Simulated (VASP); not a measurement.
Zn: relaxation of cell and atoms with revPBE+D3(BJ)

Crystal: Zn.

```
Zn
1.0
    -1.56904    1.56904    1.56904
     1.56904   -1.56904    1.56904
     1.56904    1.56904   -1.56904
Zn
1
Direct
  0.00000 0.00000 0.00000
```

```json
{
 "Program": "VASP 6.6.1",
 "Task": "relaxation of cell and atoms",
 "Functional": "revPBE",
 "Dispersion": "D3(BJ)",
 "Potentials or basis": "VASP PAW PBE potentials, release 64 (Zn)",
 "Cutoff": "600 eV",
 "k mesh": "12 × 12 × 12",
 "Occupations": "fermi-dirac, width 0.05 eV",
 "Spin": "no spin polarisation",
 "Dipole correction": "no",
 "Further INCAR settings": "ALGO = Fast; EDIFF = 1e-07; IBRION = 2; EDIFFG = -0.01; NSW = 60; ISIF = 3"
}
```

```json
{
  "Relaxed volume": "14.05 Å³/atom",
  "Relaxed cell": "a = 2.633 Å, b = 2.633 Å, c = 2.633 Å, α = 109.47°, β = 109.47°, γ = 109.47°",
  "Space group after relaxing (to 0.05 Å)": "Im-3m (No. 229)",
  "Energy gained by relaxing": "30.9 meV/atom",
  "Ionic steps": "3",
  "Pressure after relaxing": "-0.1 GPa",
  "Band gap on the k mesh": "zero (band 6 reaches 8.28 eV, above the bottom of band 7 at 3.12 eV)",
  "Dispersion energy per atom": "-0.843 eV"
}
```

The path:
```csv
step,energy change (eV),largest force (eV/Å),pressure (GPa),volume (Å³)
1,0.0000,0.0000,-6.17,15.45
2,-0.0306,0.0000,-0.71,14.16
3,-0.0309,0.0000,-0.09,14.05
```

Final structure:
```
Zn
1.0
    -1.52000    1.52000    1.52000
     1.52000   -1.52000    1.52000
     1.52000    1.52000   -1.52000
Zn
1
Direct
  0.00000 0.00000 0.00000
```

Levels at points of the mesh, in eV from the Fermi level:
```tsv
k point	band 2	band 3	band 4	band 5	band 6	band 7	band 8	band 9	band 10
(0.00, 0.00, 0.00)	-8.12	-8.12	-8.12	-7.53	-7.53	20.61	20.61	20.61	21.43
(0.50, 0.00, 0.00)	-8.48	-7.56	-7.49	-7.14	-3.14	-0.87	12.06	13.25	15.97
(0.50, 0.50, 0.50)	-8.80	-7.23	-7.23	-7.23	4.29	4.29	4.29	8.63	8.78
```

Run time: 23 s on 1 thread of Intel(R) Xeon(R) Platinum 8259CL CPU @ 2.50GHz (Skylake/Cascade Lake), on a shared host, peak memory 0.16 GiB.

Caveat: the PAW data sets were made with another functional, which shifts forces and pressure a little; pairwise dispersion overbinds metals, which lowers pressure and volume.
